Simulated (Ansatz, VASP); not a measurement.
## Ta3N in VASP and in Ansatz

Contents of INCAR:

```
  PREC = Accurate
  ENCUT = 600
  EDIFF = 1E-6
  ISMEAR = 0
  SIGMA = 0.1
  LREAL = F
  LASPH = T
  NELM = 200
  ALGO = Normal
  ISIF = 2
  LWAVE = F
  LCHARG = F
  ISPIN = 2
  MAGMOM = 1 1 1 0
  LORBIT = 11
  LMAXMIX = 4
  GGA = PE
  NBANDS = 31
  GGA_COMPAT = F
```

File KPOINTS:

```
Automatic mesh
0
Gamma
  6 6 4
```

Contents of POSCAR:

```
Ta3N
1.0
    3.0322239879      0.0000000000      0.0000000000
   -1.5161119940      2.6259830035      0.0000000000
    0.0000000000      0.0000000000      7.5241370000
Ta N
3 1
Direct
    0.0000000000      0.0000000000      0.5000000000
    0.3333333300      0.6666666700      0.1739300000
    0.6666666700      0.3333333300      0.8260700000
    0.0000000000      0.0000000000      0.0000000000
```

Input for Ansatz:

```yaml
crystal:
  lattice:
    - [3.0322239879, 0.0, 0.0]
    - [-1.516111994, 2.6259830035, 0.0]
    - [0.0, 0.0, 7.524137]
  atoms:
    - { symbol: Ta, position: [0.0, 0.0, 0.5], spin: 1.0 }
    - { symbol: Ta, position: [0.33333333, 0.66666667, 0.17393], spin: 1.0 }
    - { symbol: Ta, position: [0.66666667, 0.33333333, 0.82607], spin: 1.0 }
    - { symbol: "N", position: [0.0, 0.0, 0.0] }
basis:
  ecutwfc: 420
kpoints:
  mp_grid: { grid: [6, 6, 4] }
hamiltonian:
  xc: pbe
scf:
  occupations: { method: gaussian, width: 0.1 }
  lower_state_search: "off"
output:
  forces: true
  stress: true
  eigenvalues: true
  populations: true
magnetization:
  spin_polarized: true
```

Alike in both runs: task single point; functional PBE; k mesh 6 × 6 × 4; occupations gaussian, width 0.1 eV; collinear spin.

|  | VASP | Ansatz |
| --- | --- | --- |
| version | VASP 6.6.1 | Ansatz 0.2.0 |
| potentials or method | VASP PAW PBE potentials, release 64 (Ta_pv, N), cutoff 600 eV | scalar-relativistic, plane waves, PAW |
| valence electrons in the cell | 38 | 44 |

VASP gave:

| Quantity | Value |
| --- | --- |
| gap on the k mesh at the Fermi level (eV) | none |
| pressure (GPa) | 0.2 |
| traceless stress, the component that is largest in VASP (GPa) | 2.21 |
| rms of the force components (eV/Å) | 0.001 |
| net moment per atom (μB) | 0.00 |

Problem. What did Ansatz give for the same quantities?

Solution. gap on the k mesh at the Fermi level (eV): none; pressure (GPa): -0.1; traceless stress, the component that is largest in VASP (GPa): 2.20; rms of the force components (eV/Å): 0.021; net moment per atom (μB): 0.00.

Atom by atom the forces differ by 0.020 eV/Å (rms over components). A gap of «none» marks a metal or a gap that the smearing closes. VASP's potentials hold 38 valence electrons a cell and Ansatz's 44, so a difference there can come from the potentials and not from the codes. Ansatz's warnings: seeded moment not kept.

The k mesh is coarse, so the values compare programs but aren't converged. Neither program's run includes spin-orbit coupling.
